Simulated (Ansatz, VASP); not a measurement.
**Two plane-wave programs on Al3Au**

Contents of INCAR:

```
PREC = Accurate
ENCUT = 520
EDIFF = 1E-7
ISMEAR = 0
SIGMA = 0.1
LREAL = False
LASPH = True
NELM = 60
ALGO = Fast
ISIF = 2
LWAVE = False
LCHARG = True
GGA = PS
LELF = True
LVHAR = True
NBANDS = 18
```

KPOINTS

```
regular mesh
0
Gamma
  12 12 12
```

File POSCAR:

```
Al3Au
1.0
    3.8376183334      0.0000000000      0.0000000000
    0.0000000000      3.8376183334      0.0000000000
    0.0000000000      0.0000000000      3.8376183334
Al Au
3 1
Direct
    0.0000000000      0.5000000000      0.5000000000
    0.5000000000      0.0000000000      0.5000000000
    0.5000000000      0.5000000000      0.0000000000
    0.0000000000      0.0000000000      0.0000000000
```

Input for Ansatz:

```yaml
crystal:
  lattice:
    - [3.8376183334, 0.0, 0.0]
    - [0.0, 3.8376183334, 0.0]
    - [0.0, 0.0, 3.8376183334]
  atoms:
    - { symbol: Al, position: [0.0, 0.5, 0.5] }
    - { symbol: Al, position: [0.5, 0.0, 0.5] }
    - { symbol: Al, position: [0.5, 0.5, 0.0] }
    - { symbol: Au, position: [0.0, 0.0, 0.0] }
basis:
  ecutwfc: 420
kpoints:
  mp_grid: { grid: [12, 12, 12] }
hamiltonian:
  xc: pbesol
scf:
  occupations: { method: gaussian, width: 0.1 }
output:
  forces: true
  stress: true
  eigenvalues: true
  populations: true
```

Alike in both runs: task single point; functional PBEsol; k mesh 12 × 12 × 12; occupations gaussian, width 0.1 eV; no spin polarisation.

|  | VASP | Ansatz |
| --- | --- | --- |
| version | VASP 6.6.1 | Ansatz 0.2.0 |
| potentials or method | VASP PAW PBE potentials, release 64 (Al, Au), cutoff 520 eV | scalar-relativistic, plane waves, PAW |
| valence electrons in the cell | 20 | 28 |

|  | VASP | Ansatz | Ansatz less VASP |
| --- | --- | --- | --- |
| gap on the k mesh at the Fermi level (eV) | none | none | - |
| pressure (GPa) | 18.8 | 18.9 | +0.09 |

VASP's potentials were made for PBE, not for PBEsol. A gap of «none» marks a metal or a gap that the smearing closes. VASP's potentials hold 20 valence electrons a cell and Ansatz's 28, so a difference there can come from the potentials and not from the codes.

Neither program's run includes spin-orbit coupling.
